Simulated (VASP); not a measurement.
# SnSe2 (P-3m1) in VASP: further runs, part 2 of 2

VASP 6.6.1. Earlier steps stand in the parts before.

### 3 Single point, PBEsol (biaxial strain in the a-b plane: +4.0 %)

INCAR reads:

```
SYSTEM = SnSe2
  PREC = Accurate
  ENCUT = 520
  EDIFF = 1E-6
  ISMEAR = 0
  SIGMA = 0.02
  LREAL = .False.
  LASPH = .True.
  NELM = 100
  ALGO = Normal
  ISIF = 2
  LWAVE = .False.
  LCHARG = .False.
  GGA = PS
  NBANDS = 20
```

KPOINTS reads:

```
regular mesh
0
Gamma
  12 12 6
  0 0 0
```

POSCAR reads:

```
SnSe2
1.0
    3.9701466885      0.0000000000      0.0000000000
   -1.9850733443      3.4382478890      0.0000000000
    0.0000000000      0.0000000000      6.0069636272
Sn Se
1 2
Direct
    0.0000000000      0.0000000000      0.0000000000
    0.6666666667      0.3333333333      0.7388721595
    0.3333333333      0.6666666667      0.2611278405
```

Potentials or basis: VASP PAW PBE potentials, release 64 (Sn_d, Se).

On the command line:

```sh
$ cat potpaw_PBE.64/Sn_d/POTCAR potpaw_PBE.64/Se/POTCAR > POTCAR
$ mpirun -np 1 vasp_std > vasp.out
```

Wall time 1.9 min (1 thread of Intel Xeon Platinum 8259CL at 2.50GHz (Skylake/Cascade Lake), shared host); peak memory 0.3 GiB.

Results (log left out):

- Free energy: -12.8988 eV
- Pressure: -3.7 GPa
- Largest force: 0.214 eV/Å

Forces in eV/Å, atoms in the order of the input:
```
Sn   0.000  0.000  0.000
Se   0.000  0.000  0.214
Se   0.000  0.000 -0.214
```

Stress tensor (GPa, compression positive):
```
-4.55  0.00  0.00
 0.00 -4.55  0.00
 0.00  0.00 -1.89
```

Levels at points of the mesh, in eV from the Fermi level:
```tsv
k point	band 10	band 11	band 12	band 13	band 14	band 15	band 16	band 17
(0.00, 0.00, 0.00)	-1.03	-0.85	-0.85	-0.12	0.06	2.35	3.99	3.99
(0.50, 0.00, 0.00)	-3.08	-2.84	-1.60	-0.57	0.74	3.15	4.61	4.89
(0.00, 0.00, 0.50)	-1.17	-1.17	-0.61	-0.61	1.68	2.18	3.62	3.62
(0.50, 0.00, 0.50)	-2.57	-2.02	-1.20	-1.14	0.45	3.73	4.38	5.59
```

Caveat: the cell differs from its parent crystal (biaxial strain in the a-b plane: +4.0 %); the PAW data sets were made with another functional, which shifts forces and pressure a little; spin-orbit coupling is left out, which moves the levels of the heavy elements; this functional lacks dispersion, which binds the layers, so the pressure and a relaxed spacing across them are unreliable.

### 4 Single point, PBEsol

This run uses another cell than the first one, of 25.89 Å³/atom, 0.990 times its volume.

INCAR reads:

```
SYSTEM = SnSe2
PREC = Accurate
ENCUT = 520
EDIFF = 1E-6
ISMEAR = 0
SIGMA = 0.02
LREAL = .False.
LASPH = .True.
NELM = 100
ALGO = Normal
ISIF = 2
LWAVE = .False.
LCHARG = .False.
GGA = PS
NBANDS = 20
```

KPOINTS reads:

```
regular mesh
0
Gamma
  12 12 4
  0 0 0
```

POSCAR reads:

```
SnSe2
1.0
    3.8174487390      0.0000000000      0.0000000000
   -1.9087243695      3.3060075856      0.0000000000
    0.0000000000      0.0000000000      6.1546758475
Sn Se
1 2
Direct
    0.0000000000      0.0000000000      0.0000000000
    0.6666666667      0.3333333333      0.7421700594
    0.3333333333      0.6666666667      0.2578299406
```

On the command line:

```sh
$ cat potpaw_PBE.64/Sn_d/POTCAR potpaw_PBE.64/Se/POTCAR > POTCAR
$ mpirun -np 1 vasp_std > vasp.out
```

It took 64 s on 1 thread of Intel Xeon Platinum 8259CL at 2.50GHz (Skylake/Cascade Lake), shared host; peak memory 0.25 GiB.

It converged, with:

```yaml
Free_energy: -12.9841 eV
Pressure: 0.1 GPa
Largest_force: 0.022 eV/Å
Band_gap_on_the_k_mesh: 0.60 eV, indirect (least direct gap 0.99 eV)
```

Forces on the atoms (eV/Å):
```
Sn   0.000  0.000  0.000
Se   0.000  0.000 -0.022
Se   0.000  0.000  0.022
```

Levels at points of the mesh, in eV from the valence-band top:
```
           k point  band 11  band 12  band 13  band 14  band 15  band 16
(0.00, 0.00, 0.00)    -0.36    -0.36    -0.14     0.85     2.94     4.56
(0.50, 0.00, 0.00)    -2.55    -1.46    -0.30     1.10     3.57     5.11
(0.00, 0.00, 0.50)    -0.72    -0.17    -0.17     2.43     2.83     4.26
(0.50, 0.00, 0.50)    -2.06    -0.95    -0.77     0.62     3.94     4.55
```

Caveat: the PAW data sets were made with another functional, which shifts forces and pressure a little; spin-orbit coupling is left out, which moves the levels of the heavy elements; this functional lacks dispersion, which binds the layers, so the pressure and a relaxed spacing across them are unreliable.

### 5 Single point, PBEsol (biaxial strain in the a-b plane: +6.0 %)

INCAR reads:

```
PREC = Accurate
ENCUT = 520
EDIFF = 1E-6
ISMEAR = 0
SIGMA = 0.02
LREAL = F
LASPH = T
NELM = 100
ALGO = Normal
ISIF = 2
LWAVE = F
LCHARG = T
GGA = PS
LELF = T
LVHAR = T
NBANDS = 20
```

KPOINTS reads:

```
regular mesh
0
Gamma
  12 12 6
```

POSCAR reads:

```
SnSe2
1.0
    4.0464956633      0.0000000000      0.0000000000
   -2.0232478317      3.5043680407      0.0000000000
    0.0000000000      0.0000000000      5.9331075170
Sn Se
1 2
Direct
    0.0000000000      0.0000000000      0.0000000000
    0.6666666667      0.3333333333      0.7327602496
    0.3333333333      0.6666666667      0.2672397504
```

Potentials or basis: VASP PAW PBE potentials, release 64 (Sn_d, Se).

On the command line:

```sh
$ cat potpaw_PBE.64/Sn_d/POTCAR potpaw_PBE.64/Se/POTCAR > POTCAR
$ mpirun -np 1 vasp_std > vasp.out
```

OUTCAR:

```text
PREC = Accurate
   ENCUT = 520
   EDIFF = 1E-6
   ISMEAR = 0
   LREAL = F
   LASPH = T
   NELM = 100
   ISIF = 2
   GGA = PS

 ion  position               nearest neighbor table
   1  0.000  0.000  0.000-   2 2.82   3 2.82   2 2.82   3 2.82   2 2.82   3 2.82
   2  0.667  0.333  0.733-   1 2.82   1 2.82   1 2.82
   3  0.333  0.667  0.267-   1 2.82   1 2.82   1 2.82

  LATTYP: Found a hexagonal cell.
 ALAT       =     4.0464956633
 C/A-ratio  =     1.4662335044

  Lattice vectors:

[... 191 lines left out ...]
      3     -17.8259      2.00000
      4     -17.8136      2.00000
      5     -17.8136      2.00000
      6      -9.9556      2.00000
[... 541 lines left out ...]
     19      11.0687      0.00000
     20      11.6669      0.00000

 [... further k-points ...]
[... 5 lines left out ...]
  --------------------------------------------------------------------------------------
  -------------------------------------------------------------------------------------
  Total       -3.4331895     -3.4331895     -1.9946690      0.0000000      0.0000000     -0.0000000
  in kB      -65.3788608    -65.3788608    -37.9848494      0.0000000      0.0000000     -0.0000000
  external PRESSURE =     -56.2475237 kB  Pullay stress =       0.0000000 kB

 VOLUME and BASIS-vectors are now :
 -----------------------------------------------------------------------------
  energy-cutoff  :      520.00
  volume of cell :       84.13
      direct lattice vectors                 reciprocal lattice vectors
     4.046495663  0.000000000  0.000000000     0.247127412  0.142679078  0.000000000
    -2.023247832  3.504368041  0.000000000     0.000000000  0.285358155  0.000000000
     0.000000000  0.000000000  5.933107517     0.000000000  0.000000000  0.168545741

 POSITION                                       TOTAL-FORCE (eV/Angst)
 -----------------------------------------------------------------------------------
      0.00000      0.00000      0.00000         0.000000      0.000000      0.000000
      2.02325      1.16812      4.34755        -0.000000      0.000000      0.458955
     -0.00000      2.33625      1.58556         0.000000     -0.000000     -0.458955
 -----------------------------------------------------------------------------------
    total drift:                                0.000000     -0.000000      0.000000

  FREE ENERGIE OF THE ION-ELECTRON SYSTEM (eV)
  ---------------------------------------------------
  free  energy   TOTEN  =       -12.7819529818 eV

  energy  without entropy=      -12.7818086211  energy(sigma->0) =      -12.78188080
```

It took 1.9 min on 1 thread of Intel Xeon Platinum 8259CL at 2.50GHz (Skylake/Cascade Lake), shared host; peak memory 0.31 GiB.

Results:

* Free energy: -12.7820 eV
* Pressure: -5.6 GPa
* Largest force: 0.459 eV/Å
* Band gap on the k mesh: zero (band 13 reaches 3.58 eV, above the bottom of band 14 at 3.50 eV)

Forces on the atoms (eV/Å):
```
Sn   0.000  0.000  0.000
Se   0.000  0.000  0.459
Se   0.000  0.000 -0.459
```

Stress tensor (GPa, compression positive):
```
-6.54  0.00  0.00
 0.00 -6.54  0.00
 0.00  0.00 -3.80
```

Caveat: the cell differs from its parent crystal (biaxial strain in the a-b plane: +6.0 %); the PAW data sets were made with another functional, which shifts forces and pressure a little; spin-orbit coupling is left out, which moves the levels of the heavy elements.

### 6 Summary

```tsv
cell	k mesh	gap on the mesh (eV)	pressure (GPa)	largest force (eV/Å)
a = 3.970, b = 3.970, c = 5.749 Å, angles 90.0, 90.0, 120.0°, 3 atoms	12 × 12 × 6	none	-2.3	0.02
a = 3.970, b = 3.970, c = 6.007 Å, angles 90.0, 90.0, 120.0°, 3 atoms	12 × 12 × 6	-	-3.7	0.21
a = 3.817, b = 3.817, c = 6.155 Å, angles 90.0, 90.0, 120.0°, 3 atoms	12 × 12 × 4	0.60	0.1	0.02
a = 4.046, b = 4.046, c = 5.933 Å, angles 90.0, 90.0, 120.0°, 3 atoms	12 × 12 × 6	none	-5.6	0.46
```

Alike in all rows: task single point; level PBEsol; potentials or basis VASP PAW PBE potentials, release 64 (Sn_d, Se); no spin polarisation; cutoff (eV) 520; smearing gaussian 0.02 eV.

Caveats: the PAW data sets were made with another functional, which shifts forces and pressure a little; spin-orbit coupling is left out, which moves the levels of the heavy elements; this functional lacks dispersion, which binds the layers, so the pressure and a relaxed spacing across them are unreliable (some runs).

Absolute energies hang on the potentials; compare differences alone.
